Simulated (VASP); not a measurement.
# LiF (Fm-3m) in VASP: notebook, part 2 of 2

VASP 6.6.1. The steps go on from the part before.

### Step 4. Single point, PBE

File INCAR:

```
PREC = Accurate
ENCUT = 520
EDIFF = 1E-6
ISMEAR = 0
SIGMA = 0.05
LREAL = F
LASPH = T
NELM = 60
ALGO = Normal
ISIF = 2
LWAVE = F
LCHARG = T
GGA = PE
LELF = T
LVHAR = T
NBANDS = 12
```

File KPOINTS:

```
regular mesh
0
Gamma
  14 14 14
```

File POSCAR:

```
LiF
1.0
    0.0000000000      2.0206910791      2.0206910791
    2.0206910791      0.0000000000      2.0206910791
    2.0206910791      2.0206910791      0.0000000000
Li F
1 1
Direct
    0.0000000000      0.0000000000      0.0000000000
    0.5000000000      0.5000000000      0.5000000000
```

Potentials or basis: VASP PAW PBE potentials, release 64 (Li_sv, F).

Command:

```console
cat potpaw_PBE.64/Li_sv/POTCAR potpaw_PBE.64/F/POTCAR > POTCAR
mpirun -np 1 vasp_std > vasp.out
```

OUTCAR:

```text
PREC = Accurate
   ENCUT = 520
   EDIFF = 1E-6
   ISMEAR = 0
   LREAL = F
   LASPH = T
   NELM = 60
   ISIF = 2
   GGA = PE

 ion  position               nearest neighbor table
   1  0.000  0.000  0.000-   2 2.02   2 2.02   2 2.02   2 2.02   2 2.02   2 2.02
   2  0.500  0.500  0.500-   1 2.02   1 2.02   1 2.02   1 2.02   1 2.02   1 2.02

  LATTYP: Found a face centered cubic cell.
 ALAT       =     4.0413821582

  Lattice vectors:

 A1 = (   0.0000000000,   2.0206910791,   2.0206910791)
 A2 = (   2.0206910791,   0.0000000000,   2.0206910791)
 A3 = (   2.0206910791,   2.0206910791,   0.0000000000)

Analysis of symmetry for initial positions (statically):
=====================================================================
 Subroutine PRICEL returns:
 Original cell was already a primitive cell.

 Routine SETGRP: Setting up the symmetry group for a
 face centered cubic supercell.

 Subroutine GETGRP returns: Found 48 space group operations
 (whereof 48 operations were pure point group operations)
 out of a pool of 48 trial point group operations.

The static configuration has the point symmetry O_h .

Analysis of symmetry for dynamics (positions and initial velocities):
[... 169 lines left out ...]
 k-point     1 :       0.0000    0.0000    0.0000
  band No.  band energies     occupation
      1     -42.0214      2.00000
      2     -21.0259      2.00000
      3      -1.0783      2.00000
      4      -1.0783      2.00000
      5      -1.0783      2.00000
      6       7.9210      0.00000
      7      22.7563      0.00000
      8      22.7563      0.00000
      9      22.7563      0.00000
     10      23.1473      0.00000
     11      23.1473      0.00000
     12      23.1473      0.00000
[... 331 lines left out ...]
 k-point    24 :       0.2857    0.1429    0.0000
  band No.  band energies     occupation
      1     -41.9884      2.00000
      2     -20.7678      2.00000
      3      -2.4436      2.00000
      4      -1.4294      2.00000
      5      -1.4060      2.00000
      6       9.7443      0.00000
      7      16.7631      0.00000
      8      18.9424      0.00000
      9      19.3030      0.00000
     10      22.0846      0.00000
     11      29.1620      0.00000
     12      29.2232      0.00000

 [... further k-points ...]
[... 5 lines left out ...]
  --------------------------------------------------------------------------------------
  -------------------------------------------------------------------------------------
  Total        0.0942022      0.0942022      0.0942022     -0.0000000     -0.0000000      0.0000000
  in kB        9.1462220      9.1462220      9.1462220     -0.0000000     -0.0000000      0.0000000
  external PRESSURE =       9.1462220 kB  Pullay stress =       0.0000000 kB

 VOLUME and BASIS-vectors are now :
 -----------------------------------------------------------------------------
  energy-cutoff  :      520.00
  volume of cell :       16.50
      direct lattice vectors                 reciprocal lattice vectors
     0.000000000  2.020691079  2.020691079    -0.247440099  0.247440099  0.247440099
     2.020691079  0.000000000  2.020691079     0.247440099 -0.247440099  0.247440099
     2.020691079  2.020691079  0.000000000     0.247440099  0.247440099 -0.247440099

 POSITION                                       TOTAL-FORCE (eV/Angst)
 -----------------------------------------------------------------------------------
      0.00000      0.00000      0.00000        -0.000000     -0.000000     -0.000000
      2.02069      2.02069      2.02069         0.000000      0.000000      0.000000
 -----------------------------------------------------------------------------------
    total drift:                               -0.000000     -0.000000      0.000000

  FREE ENERGIE OF THE ION-ELECTRON SYSTEM (eV)
  ---------------------------------------------------
  free  energy   TOTEN  =        -9.6394267378 eV

  energy  without entropy=       -9.6394267378  energy(sigma->0) =       -9.63942674
```

OSZICAR:

```text
N       E                     dE             d eps       ncg     rms          rms(c)
DAV:   1     0.320686361585E+02    0.32069E+02   -0.54061E+03  2596   0.841E+02
DAV:   2    -0.902722713452E+01   -0.41096E+02   -0.40228E+02  2996   0.188E+02
DAV:   3    -0.101363548522E+02   -0.11091E+01   -0.11063E+01  3336   0.269E+01
DAV:   4    -0.101501842713E+02   -0.13829E-01   -0.13829E-01  2836   0.300E+00
DAV:   5    -0.101503652614E+02   -0.18099E-03   -0.18099E-03  3256   0.255E-01    0.454E+00
DAV:   6    -0.962815947627E+01    0.52221E+00   -0.25217E+00  2784   0.980E+00    0.140E+00
DAV:   7    -0.963245972299E+01   -0.43002E-02   -0.17784E-02  3384   0.118E+00    0.862E-01
DAV:   8    -0.963931276053E+01   -0.68530E-02   -0.15218E-02  3080   0.128E+00    0.110E-01
DAV:   9    -0.963934139640E+01   -0.28636E-04   -0.91646E-04  2916   0.274E-01    0.431E-02
DAV:  10    -0.963942341911E+01   -0.82023E-04   -0.13648E-04  2860   0.905E-02    0.149E-02
DAV:  11    -0.963942611556E+01   -0.26964E-05   -0.61050E-06  3228   0.232E-02    0.177E-03
DAV:  12    -0.963942673783E+01   -0.62228E-06   -0.49490E-07  2800   0.613E-03
   1 F= -.96394267E+01 E0= -.96394267E+01  d E =-.649696E-25
```

Run time: 14 s. Hardware: 1 thread of AMD EPYC 9R14 (Zen 4), shared host; peak memory 0.11 GiB.

What came out:

```
Free energy            : -9.6394 eV
Band gap on the k mesh : 9.00 eV, indirect (the least direct gap lies 0.7 meV higher)
```

Caveat: the cutoff is under 1.25 times the usual one of these potentials, so pressure, stress and relaxed cells hold a basis-set (Pulay) error. A k mesh can miss the band edges.

### Step 5. Single point, PBE

This run uses another cell than the first one, of 8.33 Å³/atom, 1.010 times its volume.

File INCAR:

```
  PREC = Accurate
  ENCUT = 520
  EDIFF = 1E-7
  ISMEAR = 0
  SIGMA = 0.05
  LREAL = False
  LASPH = True
  NELM = 100
  ALGO = Normal
  ISIF = 2
  LWAVE = False
  LCHARG = False
  GGA = PE
  NBANDS = 12
```

KPOINTS is that of step 4.

File POSCAR:

```
LiF
1.0
    0.0000000000      2.0268640665      2.0268640665
    2.0268640665      0.0000000000      2.0268640665
    2.0268640665      2.0268640665      0.0000000000
Li F
1 1
Direct
    0.0000000000      0.0000000000      0.0000000000
    0.5000000000      0.5000000000      0.5000000000
```

Command:

```console
cat potpaw_PBE.64/Li_sv/POTCAR potpaw_PBE.64/F/POTCAR > POTCAR
mpirun -np 1 vasp_std > vasp.out
```

Wall time 14 s (1 thread of AMD EPYC 9R14 (Zen 4), shared host); peak memory 0.11 GiB.

The run converged. Its results:

* Free energy: -9.6404 eV
* Band gap on the k mesh: 8.92 eV, indirect (the least direct gap lies 0.7 meV higher)

Levels at points of the mesh, in eV from the valence-band top:
| k point | band 3 | band 4 | band 5 | band 6 | band 7 | band 8 |
| --- | --- | --- | --- | --- | --- | --- |
| (0.00, 0.00, 0.00) | 0.00 | 0.00 | 0.00 | 8.92 | 23.71 | 23.71 |
| (0.50, 0.00, 0.00) | -2.46 | -0.22 | -0.22 | 10.67 | 16.51 | 18.74 |
| (0.50, 0.50, 0.00) | -2.92 | -0.97 | -0.97 | 14.63 | 16.38 | 17.22 |

Caveat: the cutoff is under 1.25 times the usual one of these potentials, so pressure, stress and relaxed cells hold a basis-set (Pulay) error. As with any semilocal functional, this PBE gap is likely too small.

### Step 6. Single point, PBE

This run uses another cell than the first one, of 8.42 Å³/atom, 1.020 times its volume.

File INCAR:

```
  PREC = Accurate
  ENCUT = 520
  EDIFF = 1E-6
  ISMEAR = 0
  SIGMA = 0.05
  LREAL = False
  LASPH = True
  NELM = 60
  ALGO = Normal
  ISIF = 2
  LWAVE = False
  LCHARG = True
  GGA = PE
  LELF = True
  LVHAR = True
  NBANDS = 12
```

KPOINTS is that of step 5.

File POSCAR:

```
LiF
1.0
    0.0000000000      2.0340222043      2.0340222043
    2.0340222043      0.0000000000      2.0340222043
    2.0340222043      2.0340222043      0.0000000000
Li F
1 1
Direct
    0.0000000000      0.0000000000      0.0000000000
    0.5000000000      0.5000000000      0.5000000000
```

Potentials or basis: VASP PAW PBE potentials, release 64 (Li_sv, F).

Command:

```console
cat potpaw_PBE.64/Li_sv/POTCAR potpaw_PBE.64/F/POTCAR > POTCAR
mpirun -np 1 vasp_std > vasp.out
```

Wall time 15 s (1 thread of AMD EPYC 9R14 (Zen 4), shared host); peak memory 0.11 GiB.

Results (log left out):

```yaml
Free_energy: -9.6409 eV
Band_gap_on_the_k_mesh: 8.83 eV, indirect (the least direct gap lies 0.6 meV higher)
```

Levels at points of the mesh, in eV from the valence-band top:
```
           k point  band 2  band 3  band 4  band 5  band 6  band 7  band 8  band 9
(0.00, 0.00, 0.00)  -19.89    0.00    0.00    0.00    8.83   23.58   23.58   23.58
(0.50, 0.00, 0.00)  -19.48   -2.43   -0.22   -0.22   10.62   16.39   18.66   18.66
(0.50, 0.50, 0.00)  -19.24   -2.88   -0.96   -0.96   14.53   16.33   17.09   19.89
```

Caveat: the cutoff is under 1.25 times the usual one of these potentials, so pressure, stress and relaxed cells hold a basis-set (Pulay) error. A k mesh can miss the band edges.

### Step 7. The runs side by side

```tsv
cell	gap on the mesh (eV)
a = 2.857 Å, angles 60.0°, 2 atoms	9.00
a = 2.838 Å, angles 60.0°, 2 atoms	9.19
a = 2.858 Å, angles 60.0°, 2 atoms	9.00
a = 2.866 Å, angles 60.0°, 2 atoms	8.92
a = 2.877 Å, angles 60.0°, 2 atoms	8.83
```

Alike in all rows: task single point; level PBE; potentials or basis VASP PAW PBE potentials, release 64 (Li_sv, F); no spin polarisation; k mesh 14 × 14 × 14; cutoff (eV) 520; smearing gaussian 0.05 eV.

Caveats: the cutoff is under 1.25 times the usual one of these potentials, so pressure, stress and relaxed cells hold a basis-set (Pulay) error.

Total energies depend on the potentials used, so only differences within one code and one set of settings carry meaning.
